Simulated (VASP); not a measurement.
# Sr2Ni (R-3m) in VASP: single point with PBE

Aim: the single point of Sr2Ni with PBE.

Program: VASP 6.6.1. These are calculated values, not measurements. Logs are shortened: lines on timing, memory, paths and dates and some standing lists are left out, and cuts for length are marked.

### Step 1. The cell of the first run

The structure is trigonal, space group R-3m (No. 166). The conventional cell has a = 3.803 Å, b = 3.803 Å, c = 21.041 Å, α = 90.00°, β = 90.00°, γ = 120.00°. Sr (site symmetry 3m) has 3 Ni at 2.60 Å within 3.4 Å. Ni (site symmetry -3m) has 6 Sr at 2.60 Å within 3.4 Å.

### Step 2. Single point, PBE

INCAR

```
SYSTEM = Sr2Ni
  ALGO = Normal
  EDIFF = 1E-6
  ENCUT = 520
  GGA = PE
  ISIF = 2
  ISMEAR = -1
  LASPH = .TRUE.
  LCHARG = .FALSE.
  LREAL = .FALSE.
  LWAVE = .FALSE.
  NBANDS = 22
  NELM = 80
  PREC = Accurate
  SIGMA = 0.1
```

KPOINTS

```
k-points
0
G
  11 11 11
  0 0 0
```

POSCAR

```
Sr2Ni
1.0
    1.9016030000      3.2936690000      0.0000000000
   -1.9016030000      3.2936690000      0.0000000000
   -1.9016030000      1.0978870000      7.0137180000
Sr Ni
2 1
Direct
    0.2669000000      0.4662000000      0.8007000000
    0.7331000000      0.5338000000      0.1993000000
    0.0000000000      0.0000000000      0.0000000000
```

Potentials or basis: VASP PAW PBE potentials, release 64 (Sr_sv, Ni).

On the command line:

```console
$ cat potpaw_PBE.64/Sr_sv/POTCAR potpaw_PBE.64/Ni/POTCAR > POTCAR
$ mpirun -np 1 vasp_std > vasp.out
```

OUTCAR:

```text
SYSTEM = Sr2Ni
   EDIFF = 1E-6
   ENCUT = 520
   GGA = PE
   ISIF = 2
   ISMEAR = -1
   LASPH = .TRUE.
   LREAL = .FALSE.
   NELM = 80
   PREC = Accurate

 ion  position               nearest neighbor table
   1  0.267  0.466  0.801-   3 2.60   3 2.60   3 2.60   2 3.55   2 3.55   2 3.55   2 4.76   2 4.76
                             2 4.76
   2  0.733  0.534  0.199-   3 2.60   3 2.60   3 2.60   1 3.55   1 3.55   1 3.55   1 4.76   1 4.76
                             1 4.76
   3  0.000  0.000  0.000-   1 2.60   2 2.60   2 2.60   2 2.60   1 2.60   1 2.60

  LATTYP: Found a trigonal (rhomboedric) cell.
 ALAT       =     7.3494006571
 COS(alpha) =     0.8661045387

  Lattice vectors:

 A1 = (   1.9016030000,   1.0978870000,   7.0137180000)
 A2 = (  -1.9016030000,   1.0978870000,   7.0137180000)
 A3 = (  -0.0000000000,  -2.1957820000,   7.0137180000)

Analysis of symmetry for initial positions (statically):
=====================================================================
 Subroutine PRICEL returns:
 Original cell was already a primitive cell.

 Routine SETGRP: Setting up the symmetry group for a
 trigonal (rhombohedral) supercell.

 Subroutine GETGRP returns: Found 12 space group operations
 (whereof 12 operations were pure point group operations)
 out of a pool of 12 trial point group operations.

The static configuration has the point symmetry D_3d.

Analysis of symmetry for dynamics (positions and initial velocities):
=====================================================================
 Subroutine PRICEL returns:
 Original cell was already a primitive cell.

 Routine SETGRP: Setting up the symmetry group for a
 trigonal (rhombohedral) supercell.

 Subroutine GETGRP returns: Found 12 space group operations
 (whereof 12 operations were pure point group operations)
 out of a pool of 12 trial point group operations.

The dynamic configuration has the point symmetry D_3d.

 Subroutine INISYM returns: Found 12 space group operations
 (whereof 12 operations are pure point group operations),
 and found     1 'primitive' translations

----------------------------------------------------------------------------------------

                                     Primitive cell

  volume of cell :      87.8574

  direct lattice vectors                    reciprocal lattice vectors
     1.901603000  3.293669000  0.000000000     0.262936060  0.151806390  0.047525968
    -1.901603000  3.293669000  0.000000000    -0.262936060  0.151806390 -0.095051763
    -1.901603000  1.097887000  7.013718000     0.000000000  0.000000000  0.142577731

  length of vectors
     3.803202526  3.803202526  7.349400657     0.307309728  0.318143661  0.142577731

  position of ions in fractional coordinates (direct lattice)
     0.266900000  0.466200000  0.800700000
     0.733100000  0.533800000  0.199300000
     0.000000000  0.000000000  0.000000000

  ion indices of the primitive-cell ions
   primitive index   ion index
                 1           1
                 2           2
                 3           3

----------------------------------------------------------------------------------------

 KPOINTS: k-points

Automatic generation of k-mesh.
 Grid dimensions read from file:
 generate k-points for:   11   11   11

 Generating k-lattice:

  Cartesian coordinates                     Fractional coordinates (reciprocal lattice)
     0.023903278  0.013800581  0.004320543     0.090909091  0.000000000  0.000000000
    -0.023903278  0.013800581 -0.008641069     0.000000000  0.090909091  0.000000000
     0.000000000  0.000000000  0.012961612     0.000000000  0.000000000  0.090909091

  Length of vectors
     0.027937248  0.028922151  0.012961612

  Shift w.r.t. Gamma in fractional coordinates (k-lattice)
     0.000000000  0.000000000  0.000000000

 Subroutine IBZKPT returns following result:
 ===========================================

 Found    146 irreducible k-points:

 Following reciprocal coordinates:
            Coordinates               Weight
  0.000000  0.000000  0.000000      1.000000
  0.090909  0.000000  0.000000      6.000000
  0.181818  0.000000  0.000000      6.000000
  0.272727  0.000000  0.000000      6.000000
  0.363636  0.000000  0.000000      6.000000
  0.454545  0.000000  0.000000      6.000000
[... 16 lines left out ...]
 -0.181818  0.181818  0.000000     12.000000
 -0.090909  0.181818 -0.000000     12.000000
 [... further k-points ...]
   k-points           NKPTS =    146   k-points in BZ     NKDIM =    146   number of bands    NBANDS=     22
   number of dos      NEDOS =    301   number of ions     NIONS =      3
   total plane-waves  NPLWV =  43904
   dimension x,y,z NGX =    28 NGY =   28 NGZ =   56
   dimension x,y,z NGXF=    56 NGYF=   56 NGZF=  112
   ions per type =               2   1
   NGX,Y,Z   is equivalent  to a cutoff of  12.24, 12.24, 12.67 a.u.
   NGXF,Y,Z  is equivalent  to a cutoff of  24.48, 24.48, 25.33 a.u.
 SYSTEM =  Sr2Ni
   PREC   = accura    normal or accurate (medium, high low for compatibility)
   ISTART =      0    job   : 0-new  1-cont  2-samecut
   ICHARG =      2    charge: 1-file 2-atom 10-const
   ISPIN  =      1    spin polarized calculation?
   LNONCOLLINEAR =      F non collinear calculations
   LSORBIT =      F    spin-orbit coupling
   LASPH  =      T    aspherical Exc in radial PAW
   ENCUT  =  520.0 eV  38.22 Ry    6.18 a.u.   7.07  7.07 13.67*2*pi/ulx,y,z
   NELM   =     80;   NELMIN=  2; NELMDL= -5     # of ELM steps
   EDIFF  = 0.1E-05   stopping-criterion for ELM
   LREAL  =      F    real-space projection
   EDIFFG = 0.1E-04   stopping-criterion for IOM
   NSW    =      0    number of steps for IOM
   IBRION =     -1    ionic relax: 0-MD 1-quasi-New 2-CG
   NFREE  =      0    steps in history (QN), initial steepest desc. (CG)
   ISIF   =      2    stress and relaxation
   ISYM   =      2    0-nonsym 1-usesym 2-fastsym
   POTIM  = 0.5000    time-step for ionic-motion
   TEBEG  =    0.0;   TEEND  =   0.0 temperature during run
   PSTRESS=    0.0 pullay stress
   NELECT =      30.0000    total number of electrons
   NUPDOWN=      -1.0000    fix difference up-down
   EMIN   =  10.00;   EMAX   =-10.00  energy-range for DOS
   EFERMI =   0.00;   METHOD = LEGACY
   ISMEAR =    -1;   SIGMA  =   0.10  broadening in eV -4-tet -1-fermi 0-gaus
   EFERMI_NEDOS =   21; number of points for ismear=-14 and -15
   IALGO  =     38    algorithm
   IMIX   =      4    mixing-type and parameters
     AMIX     =   0.40;   BMIX     =  1.00
     AMIX_MAG =   1.60;   BMIX_MAG =  1.00
  volume/ion in A,a.u.               =      29.29       197.63
  Fermi-wavevector in a.u.,A,eV,Ry     =   1.144254  2.162327 17.814351  1.309318
  Thomas-Fermi vector in A             =   2.280947
   LORBIT       =      0    0 simple, 1 ext, 2 COOP (PROOUT), +10 PAW based schemes
   GGA     = PE    functional components
   LHFCALC =     F    Hartree Fock is set to
   AEXX    =    0.0000 exact exchange contribution
   IVDW    =     0    specifies the selected vdW correction
   LEPSILON=     F    determine dielectric tensor
   LRPA    =     F    only Hartree local field effects (RPA)
 non-spin polarized calculation
  energy-cutoff  :      520.00
  volume of cell :       87.86
 maximum number of plane-waves:      2385
   NGX = 15   NGY = 15   NGZ = 27

 number of electron      29.9999990 magnetization

 Free energy of the ion-electron system (eV)
  ---------------------------------------------------
  ext. energy  EPLUGINS =         0.00000000
  ---------------------------------------------------
  free energy    TOTEN  =        -7.10295553 eV

  energy without entropy =       -7.05674334  energy(sigma->0) =       -7.07984944

 E-fermi :   3.3211     XC(G=0):  -8.8273

 val. band max:        3.3163534938   @ k =   0.0000   0.0000   0.1818
 cond. band min:       3.3279806446   @ k =   0.2727   0.1818   0.0909
 fundamental gap:      0.0116271508
 Fermi energy:         3.3210829780

 k-point     1 :       0.0000    0.0000    0.0000
  band No.  band energies     occupation
      1     -31.8271      2.00000
      2     -31.7376      2.00000
      3     -14.3626      2.00000
      4     -13.7824      2.00000
      5     -13.7824      2.00000
      6     -13.6893      2.00000
[... 14 lines left out ...]
     21       7.4119      0.00000
     22       8.2842      0.00000

 k-point     2 :       0.0909    0.0000    0.0000
  band No.  band energies     occupation
      1     -31.8213      2.00000
      2     -31.7356      2.00000
      3     -14.3488      2.00000
      4     -13.8415      2.00000
      5     -13.7921      2.00000
      6     -13.6898      2.00000
[... 14 lines left out ...]
     21       7.4579      0.00000
     22       8.2380      0.00000

 k-point     3 :       0.1818    0.0000    0.0000
  band No.  band energies     occupation
      1     -31.8056      2.00000
      2     -31.7304      2.00000
      3     -14.3151      2.00000
      4     -13.9659      2.00000
      5     -13.8182      2.00000
      6     -13.8021      2.00000
[... 14 lines left out ...]
     21       7.4244      0.00000
     22       7.5850      0.00000

 k-point     4 :       0.2727    0.0000    0.0000
  band No.  band energies     occupation
      1     -31.7840      2.00000
      2     -31.7245      2.00000
      3     -14.2907      2.00000
      4     -14.1118      2.00000
      5     -13.9100      2.00000
      6     -13.8519      2.00000
[... 14 lines left out ...]
     21       7.2683      0.00000
     22       7.8719      0.00000

 k-point     5 :       0.3636    0.0000    0.0000
  band No.  band energies     occupation
      1     -31.7622      2.00000
      2     -31.7211      2.00000
      3     -14.3252      2.00000
      4     -14.2257      2.00000
      5     -13.9416      2.00000
      6     -13.8826      2.00000
[... 417 lines left out ...]
 k-point    22 :      -0.2727    0.1818   -0.0000
  band No.  band energies     occupation
      1     -31.7539      2.00000
      2     -31.7200      2.00000
      3     -14.3063      2.00000
      4     -14.1994      2.00000
      5     -14.0313      2.00000
      6     -13.8751      2.00000
[... 14 lines left out ...]
     21       7.0265      0.00000
     22       8.0745      0.00000

 k-point    23 :      -0.1818    0.1818    0.0000
  band No.  band energies     occupation
      1     -31.7730      2.00000
      2     -31.7222      2.00000
      3     -14.2859      2.00000
      4     -14.1292      2.00000
      5     -13.9919      2.00000
      6     -13.8472      2.00000
[... 14 lines left out ...]
     21       6.8307      0.00000
     22       8.0282      0.00000

 k-point    24 :      -0.0909    0.1818   -0.0000
  band No.  band energies     occupation
      1     -31.7918      2.00000
      2     -31.7266      2.00000
      3     -14.2929      2.00000
      4     -14.0499      2.00000
      5     -13.9026      2.00000
      6     -13.8214      2.00000
[... 14 lines left out ...]
     21       7.3379      0.00000
     22       7.8051      0.00000

 [... further k-points ...]

------------------------ aborting loop because EDIFF is reached ----------------------------------------

  FORCE on cell =-STRESS in cart. coord.  units (eV):
  Direction    XX          YY          ZZ          XY          YZ          ZX
  --------------------------------------------------------------------------------------
  -------------------------------------------------------------------------------------
  Total        8.8709329      8.8709113      7.1842331      0.0000000     -0.0000027      0.0000000
  in kB      161.7714113    161.7710172    131.0125485      0.0000000     -0.0000498      0.0000000
  external PRESSURE =     151.5183256 kB  Pullay stress =       0.0000000 kB

 VOLUME and BASIS-vectors are now :
 -----------------------------------------------------------------------------
  energy-cutoff  :      520.00
  volume of cell :       87.86
      direct lattice vectors                 reciprocal lattice vectors
     1.901603000  3.293669000  0.000000000     0.262936060  0.151806390  0.047525968
    -1.901603000  3.293669000  0.000000000    -0.262936060  0.151806390 -0.095051763
    -1.901603000  1.097887000  7.013718000     0.000000000  0.000000000  0.142577731

 POSITION                                       TOTAL-FORCE (eV/Angst)
 -----------------------------------------------------------------------------------
     -1.90160      3.29367      5.61588         0.000000      0.000001     -2.800659
      0.00000      4.39156      1.39783         0.000000     -0.000001      2.800659
      0.00000      0.00000      0.00000        -0.000000      0.000000      0.000000
 -----------------------------------------------------------------------------------
    total drift:                                0.000000     -0.000000     -0.000000

  FREE ENERGIE OF THE ION-ELECTRON SYSTEM (eV)
  ---------------------------------------------------
  free  energy   TOTEN  =        -7.1029555318 eV

  energy  without entropy=       -7.0567433418  energy(sigma->0) =       -7.07984944
```

Wall time 2.3 min (1 thread of AMD EPYC 9R45 (Zen 5), shared host); peak memory 0.37 GiB.

What came out:

* Free energy: -7.1030 eV
* Pressure: 15.2 GPa
* Largest force: 2.801 eV/Å
* Band gap on the k mesh: zero (bands 15 and 16 overlap by 0.67 eV)

Forces on the atoms (eV/Å):
```
Sr   0.000  0.000 -2.801
Sr   0.000  0.000  2.801
Ni   0.000  0.000  0.000
```

Levels at points of the mesh, in eV from the Fermi level:
| k point | band 13 | band 14 | band 15 | band 16 | band 17 | band 18 |
| --- | --- | --- | --- | --- | --- | --- |
| (0.00, 0.00, 0.00) | -2.02 | -2.02 | -1.65 | -0.11 | 2.07 | 2.07 |

Caveat: the cell stands under pressure; forces of over 1 eV/Å act on the atoms, so gaps and moduli don't describe the material at rest. Spin polarisation is off, so any magnetic state and its effect on volume and gap are missing.
